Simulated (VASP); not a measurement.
# Eu (Fm-3m) in VASP: further runs

Eu is run at these levels: PBE; tasks: single point.

Program: VASP 6.6.1. These are calculated values, not measurements. Logs are shortened: lines on timing, memory, paths and dates and some standing lists are left out, and cuts for length are marked.

### Step 1. The cell of the first run

It takes space group Fm-3m (No. 225, cubic). Conventional cell: a = 5.579 Å, b = 5.579 Å, c = 5.579 Å, α = 90.00°, β = 90.00°, γ = 90.00°. Eu (site symmetry m-3m) has 12 Eu at 3.94 Å within 5.2 Å.

### Step 2. Single point, PBE, collinear spin, ferromagnetic start

Input file INCAR:

```
  PREC = Accurate
  ENCUT = 520
  EDIFF = 1E-6
  ISMEAR = -1
  SIGMA = 0.05
  LREAL = False
  LASPH = True
  NELM = 150
  ALGO = Normal
  ISIF = 2
  LWAVE = False
  LCHARG = False
  ISPIN = 2
  MAGMOM = 7
  LORBIT = 11
  LMAXMIX = 6
  GGA = PE
  NBANDS = 18
```

Input file KPOINTS:

```
Automatic mesh
0
Gamma
  8 8 8
```

Input file POSCAR:

```
Eu
1.0
    0.0000000000      2.7893026914      2.7893026914
    2.7893026914      0.0000000000      2.7893026914
    2.7893026914      2.7893026914      0.0000000000
Eu
1
Direct
    0.0000000000      0.0000000000      0.0000000000
```

Potentials or basis: VASP PAW PBE potentials, release 64 (Eu).

Command:

```sh
$ cat potpaw_PBE.64/Eu/POTCAR > POTCAR
$ mpirun -np 1 vasp_std > vasp.out
```

OUTCAR:

```text
PREC = Accurate
   ENCUT = 520
   EDIFF = 1E-6
   ISMEAR = -1
   LREAL = False
   LASPH = True
   NELM = 150
   ISIF = 2
   ISPIN = 2
   LORBIT = 11
   GGA = PE

 ion  position               nearest neighbor table
   1  0.000  0.000  0.000-

  LATTYP: Found a face centered cubic cell.
 ALAT       =     5.5786053828

  Lattice vectors:

 A1 = (   0.0000000000,   2.7893026914,   2.7893026914)
 A2 = (   2.7893026914,   0.0000000000,   2.7893026914)
 A3 = (   2.7893026914,   2.7893026914,   0.0000000000)

Analysis of symmetry for initial positions (statically):
=====================================================================
 Subroutine PRICEL returns:
 Original cell was already a primitive cell.

 Routine SETGRP: Setting up the symmetry group for a
 face centered cubic supercell.

 Subroutine GETGRP returns: Found 48 space group operations
 (whereof 48 operations were pure point group operations)
 out of a pool of 48 trial point group operations.

The static configuration has the point symmetry O_h .

Analysis of symmetry for dynamics (positions and initial velocities):
=====================================================================
 Subroutine PRICEL returns:
 Original cell was already a primitive cell.

 Routine SETGRP: Setting up the symmetry group for a
 face centered cubic supercell.

 Subroutine GETGRP returns: Found 48 space group operations
 (whereof 48 operations were pure point group operations)
 out of a pool of 48 trial point group operations.

The dynamic configuration has the point symmetry O_h .

Analysis of structural, dynamic, and magnetic symmetry:
=====================================================================
 Subroutine PRICEL returns:
 Original cell was already a primitive cell.

 Routine SETGRP: Setting up the symmetry group for a
 face centered cubic supercell.

 Subroutine GETGRP returns: Found 48 space group operations
 (whereof 48 operations were pure point group operations)
 out of a pool of 48 trial point group operations.

The overall configuration has the point symmetry O_h .

 Subroutine INISYM returns: Found 48 space group operations
 (whereof 48 operations are pure point group operations),
 and found     1 'primitive' translations

----------------------------------------------------------------------------------------

                                     Primitive cell

  volume of cell :      43.4027

  direct lattice vectors                    reciprocal lattice vectors
     0.000000000  2.789302691  2.789302691    -0.179256271  0.179256271  0.179256271
     2.789302691  0.000000000  2.789302691     0.179256271 -0.179256271  0.179256271
     2.789302691  2.789302691  0.000000000     0.179256271  0.179256271 -0.179256271

  length of vectors
     3.944669696  3.944669696  3.944669696     0.310480969  0.310480969  0.310480969

  position of ions in fractional coordinates (direct lattice)
     0.000000000  0.000000000  0.000000000

  ion indices of the primitive-cell ions
   primitive index   ion index
                 1           1

----------------------------------------------------------------------------------------

 KPOINTS: Automatic mesh

Automatic generation of k-mesh.
 Grid dimensions read from file:
 generate k-points for:    8    8    8

 Generating k-lattice:

  Cartesian coordinates                     Fractional coordinates (reciprocal lattice)
    -0.022407034  0.022407034  0.022407034     0.125000000  0.000000000  0.000000000
     0.022407034 -0.022407034  0.022407034     0.000000000  0.125000000  0.000000000
     0.022407034  0.022407034 -0.022407034     0.000000000  0.000000000  0.125000000

  Length of vectors
     0.038810121  0.038810121  0.038810121

  Shift w.r.t. Gamma in fractional coordinates (k-lattice)
     0.000000000  0.000000000  0.000000000

 Subroutine IBZKPT returns following result:
 ===========================================

 Found     29 irreducible k-points:

 Following reciprocal coordinates:
            Coordinates               Weight
  0.000000  0.000000  0.000000      1.000000
  0.125000  0.000000  0.000000      8.000000
  0.250000  0.000000  0.000000      8.000000
  0.375000  0.000000  0.000000      8.000000
  0.500000  0.000000  0.000000      4.000000
  0.125000  0.125000  0.000000      6.000000
[... 16 lines left out ...]
  0.500000  0.250000  0.125000     48.000000
 -0.375000  0.250000  0.125000     24.000000
 [... further k-points ...]
   k-points           NKPTS =     29   k-points in BZ     NKDIM =     29   number of bands    NBANDS=     18
   number of dos      NEDOS =    301   number of ions     NIONS =      1
   total plane-waves  NPLWV =  27000
   dimension x,y,z NGX =    30 NGY =   30 NGZ =   30
   dimension x,y,z NGXF=    60 NGYF=   60 NGZF=   60
   ions per type =               1
   NGX,Y,Z   is equivalent  to a cutoff of  12.64, 12.64, 12.64 a.u.
   NGXF,Y,Z  is equivalent  to a cutoff of  25.29, 25.29, 25.29 a.u.
 SYSTEM =  unknown system
   PREC   = accura    normal or accurate (medium, high low for compatibility)
   ISTART =      0    job   : 0-new  1-cont  2-samecut
   ICHARG =      2    charge: 1-file 2-atom 10-const
   ISPIN  =      2    spin polarized calculation?
   LNONCOLLINEAR =      F non collinear calculations
   LSORBIT =      F    spin-orbit coupling
   LASPH  =      T    aspherical Exc in radial PAW
   ENCUT  =  520.0 eV  38.22 Ry    6.18 a.u.   7.33  7.33  7.33*2*pi/ulx,y,z
   NELM   =    150;   NELMIN=  2; NELMDL= -5     # of ELM steps
   EDIFF  = 0.1E-05   stopping-criterion for ELM
   LREAL  =      F    real-space projection
   EDIFFG = 0.1E-04   stopping-criterion for IOM
   NSW    =      0    number of steps for IOM
   IBRION =     -1    ionic relax: 0-MD 1-quasi-New 2-CG
   NFREE  =      0    steps in history (QN), initial steepest desc. (CG)
   ISIF   =      2    stress and relaxation
   ISYM   =      2    0-nonsym 1-usesym 2-fastsym
   POTIM  = 0.5000    time-step for ionic-motion
   TEBEG  =    0.0;   TEEND  =   0.0 temperature during run
   PSTRESS=    0.0 pullay stress
   NELECT =      17.0000    total number of electrons
   NUPDOWN=      -1.0000    fix difference up-down
   EMIN   =  10.00;   EMAX   =-10.00  energy-range for DOS
   EFERMI =   0.00;   METHOD = LEGACY
   ISMEAR =    -1;   SIGMA  =   0.05  broadening in eV -4-tet -1-fermi 0-gaus
   EFERMI_NEDOS =   21; number of points for ismear=-14 and -15
   IALGO  =     38    algorithm
   IMIX   =      4    mixing-type and parameters
     AMIX     =   0.40;   BMIX     =  1.00
     AMIX_MAG =   1.60;   BMIX_MAG =  1.00
  volume/ion in A,a.u.               =      43.40       292.90
  Fermi-wavevector in a.u.,A,eV,Ry     =   1.197803  2.263520 19.520723  1.434733
  Thomas-Fermi vector in A             =   2.333709
   LORBIT       =     11    0 simple, 1 ext, 2 COOP (PROOUT), +10 PAW based schemes
   GGA     = PE    functional components
   LHFCALC =     F    Hartree Fock is set to
   AEXX    =    0.0000 exact exchange contribution
   IVDW    =     0    specifies the selected vdW correction
   LEPSILON=     F    determine dielectric tensor
   LRPA    =     F    only Hartree local field effects (RPA)
 spin polarized calculation
  energy-cutoff  :      520.00
  volume of cell :       43.40
 maximum number of plane-waves:      1211
 NGX is ok and might be reduce to    30
   NGX = 15   NGY = 15   NGZ = 15

 number of electron      17.0000004 magnetization       7.5249061

 Free energy of the ion-electron system (eV)
  ---------------------------------------------------
  ext. energy  EPLUGINS =         0.00000000
  ---------------------------------------------------
  free energy    TOTEN  =       -11.46598013 eV

  energy without entropy =      -11.45339744  energy(sigma->0) =      -11.45968879

 E-fermi :   1.9339     XC(G=0):  -8.6860

 val. band max:        1.9152656426   @ k =   0.5000   0.3750   0.1250
 cond. band min:       1.9809654007   @ k =  -0.3750   0.2500   0.1250
 fundamental gap:      0.0656997582
 Fermi energy:         1.9338609166

 spin component 1

 k-point     1 :       0.0000    0.0000    0.0000
  band No.  band energies     occupation
      1     -39.6879      1.00000
      2     -18.2685      1.00000
      3     -18.2685      1.00000
      4     -18.2685      1.00000
      5      -2.4356      1.00000
      6       1.3770      0.99999
[... 10 lines left out ...]
     17       5.5567      0.00000
     18      10.0308      0.00000

 k-point     2 :       0.1250    0.0000    0.0000
  band No.  band energies     occupation
      1     -39.6838      1.00000
      2     -18.3298      1.00000
      3     -18.2766      1.00000
      4     -18.2766      1.00000
      5      -2.1100      1.00000
      6       1.3754      0.99999
[... 10 lines left out ...]
     17       5.4168      0.00000
     18      10.6789      0.00000
[... 442 lines left out ...]
 k-point    24 :      -0.3750    0.2500    0.1250
  band No.  band energies     occupation
      1     -39.6553      1.00000
      2     -18.6144      1.00000
      3     -18.4283      1.00000
      4     -18.3562      1.00000
      5       0.8933      1.00000
      6       1.3652      0.99999
[... 10 lines left out ...]
     17       7.6067      0.00000
     18       7.9021      0.00000

 [... further k-points ...]

 spin component 2

 k-point     1 :       0.0000    0.0000    0.0000
  band No.  band energies     occupation
      1     -36.5263      1.00000
      2     -15.8945      1.00000
      3     -15.8945      1.00000
      4     -15.8945      1.00000
      5      -1.4688      1.00000
      6       4.8518      0.00000
[... 10 lines left out ...]
     17       6.7673      0.00000
     18      11.6815      0.00000

 k-point     2 :       0.1250    0.0000    0.0000
  band No.  band energies     occupation
      1     -36.5209      1.00000
      2     -15.9714      1.00000
      3     -15.9042      1.00000
      4     -15.9042      1.00000
      5      -1.1293      1.00000
      6       4.3732      0.00000
[... 10 lines left out ...]
     17       6.8140      0.00000
     18      12.1634      0.00000
[... 442 lines left out ...]
 k-point    24 :      -0.3750    0.2500    0.1250
  band No.  band energies     occupation
      1     -36.4841      1.00000
      2     -16.3232      1.00000
      3     -16.0912      1.00000
      4     -16.0016      1.00000
      5       2.0424      0.10237
      6       2.7587      0.00000
[... 10 lines left out ...]
     17       8.9784      0.00000
     18       9.2904      0.00000

 [... further k-points ...]
[... 5 lines left out ...]
  --------------------------------------------------------------------------------------
  -------------------------------------------------------------------------------------
  Total       -0.2296600     -0.2296600     -0.2296600      0.0000000      0.0000000     -0.0000000
  in kB       -8.4777171     -8.4777171     -8.4777171      0.0000000      0.0000000     -0.0000000
  external PRESSURE =      -8.4777171 kB  Pullay stress =       0.0000000 kB

 VOLUME and BASIS-vectors are now :
 -----------------------------------------------------------------------------
  energy-cutoff  :      520.00
  volume of cell :       43.40
      direct lattice vectors                 reciprocal lattice vectors
     0.000000000  2.789302691  2.789302691    -0.179256271  0.179256271  0.179256271
     2.789302691  0.000000000  2.789302691     0.179256271 -0.179256271  0.179256271
     2.789302691  2.789302691  0.000000000     0.179256271  0.179256271 -0.179256271

 POSITION                                       TOTAL-FORCE (eV/Angst)
 -----------------------------------------------------------------------------------
      0.00000      0.00000      0.00000         0.000000     -0.000000      0.000000
 -----------------------------------------------------------------------------------
    total drift:                               -0.000000     -0.000000      0.000000

  FREE ENERGIE OF THE ION-ELECTRON SYSTEM (eV)
  ---------------------------------------------------
  free  energy   TOTEN  =       -11.4659801338 eV

  energy  without entropy=      -11.4533974386  energy(sigma->0) =      -11.45968879

 total charge

# of ion       s       p       d       f       tot
--------------------------------------------------
    1        2.082   5.709   0.300   6.639  14.731

 magnetization (x)

# of ion       s       p       d       f       tot
--------------------------------------------------
    1       -0.000  -0.089   0.186   6.638   6.734
```

Run time: 60 s. Hardware: 1 thread of Intel Xeon Platinum 8488C (Sapphire Rapids), shared host; peak memory 0.22 GiB.

Results:

```yaml
Free_energy: -11.4660 eV
Pressure: -0.8 GPa
Net_moment: 7.52 μB per cell
Site_moments: Eu +6.73 μB
Valence_electrons_inside_the_program's_atomic_spheres: Eu 14.73
```

Caveat: spin-orbit coupling is left out, which moves the levels of the heavy elements. The state reached can hang on the start; a lower one may exist.

### Step 3. Single point, PBE, collinear spin, ferromagnetic start

Input file INCAR:

```
PREC = Accurate ; ENCUT = 520
EDIFF = 1E-6 ; ISMEAR = -1
SIGMA = 0.05 ; LREAL = False
LASPH = True ; NELM = 150
ALGO = Normal ; ISIF = 2
LWAVE = False ; LCHARG = False
ISPIN = 2 ; MAGMOM = 4.73
LORBIT = 11 ; LMAXMIX = 6
GGA = PE ; NBANDS = 18
```

KPOINTS is that of step 2.

POSCAR is that of step 2.

Potentials or basis: VASP PAW PBE potentials, release 64 (Eu).

Command:

```sh
$ cat potpaw_PBE.64/Eu/POTCAR > POTCAR
$ mpirun -np 1 vasp_std > vasp.out
```

Wall time 61 s (1 thread of Intel Xeon Platinum 8488C (Sapphire Rapids), shared host); peak memory 0.22 GiB.

The run converged. Its results:

```yaml
Free_energy: -11.4660 eV
Pressure: -0.8 GPa
Net_moment: 7.52 μB per cell
Site_moments: Eu +6.73 μB
Valence_electrons_inside_the_program's_atomic_spheres: Eu 14.73
```

Levels at points of the mesh, in eV from the Fermi level:
Spin up:
```csv
k point,band 10,band 11,band 12,band 13,band 14,band 15
"(0.00, 0.00, 0.00)",-0.35,-0.35,-0.35,1.76,1.76,1.76
"(0.50, 0.00, 0.00)",-0.34,-0.34,-0.34,0.53,1.62,1.62
"(0.50, 0.50, 0.00)",-0.45,-0.36,-0.36,-0.34,1.74,5.00
```
Spin down:
```
           k point  band 1  band 2  band 3  band 4  band 5  band 6  band 7  band 8  band 9  band 10
(0.00, 0.00, 0.00)  -38.46  -17.83  -17.83  -17.83   -3.40    2.92    2.92    2.92    3.86     4.21
(0.50, 0.00, 0.00)  -38.42  -18.33  -17.89  -17.89   -0.77    1.44    2.69    2.69    3.92     4.25
(0.50, 0.50, 0.00)  -38.41  -18.29  -18.01  -18.01   -0.59    0.49    2.71    4.17    4.17     4.32
```

Caveat: spin-orbit coupling is left out, which moves the levels of the heavy elements. The state reached can hang on the start; a lower one may exist.
